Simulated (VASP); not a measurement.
Here is a VASP 6.6.1 calculation.

INCAR

```
SYSTEM = TiO2
ALGO     = Normal         ! electronic algorithm
EDIFF    = 1E-6           ! SCF threshold, eV
ENCUT    = 520            ! plane-wave cutoff, eV
GGA      = PE             ! functional
ISIF     = 2              ! what is computed and relaxed
ISMEAR   = 0              ! smearing method
LASPH    = .TRUE.         ! aspherical terms in the spheres
LCHARG   = .FALSE.        ! write CHGCAR
LREAL    = .FALSE.        ! projectors in reciprocal space
LWAVE    = .FALSE.        ! write WAVECAR
NBANDS   = 33             ! bands
NELM     = 60             ! most SCF steps
PREC     = Accurate       ! precision mode
SIGMA    = 0.02           ! smearing width, eV
```

KPOINTS

```
k-points
0
G
  10 10 10
  0 0 0
```

The input POSCAR:

```
TiO2
1.0
   -1.8995999944      1.8995999944      4.8488731943
    1.8995999944     -1.8995999944      4.8488731943
    1.8995999944      1.8995999944     -4.8488731943
Ti O
2 4
Direct
    0.0000000000      0.0000000000      0.0000000000
    0.7500000000      0.2500000000      0.5000000000
    0.9564814580      0.4564814580      0.5000000000
    0.2064814580      0.2064814580      0.0000000000
    0.5435185420      0.0435185420      0.5000000000
    0.7935185420      0.7935185420      0.0000000000
```

Potentials or basis: VASP PAW PBE potentials, release 64 (Ti_sv, O).

The run is started by

```console
$ cat potpaw_PBE.64/Ti_sv/POTCAR potpaw_PBE.64/O/POTCAR > POTCAR
$ mpirun -np 1 vasp_std > vasp.out
```

(1) What does it give for the pressure?

(2) What does it give for the largest force?

(3) What does it give for the band gap on the k mesh?

Results:

(1) 0.7 GPa.

(2) 0.020 eV/Å.

(3) 2.11 eV (least direct gap 2.41 eV).
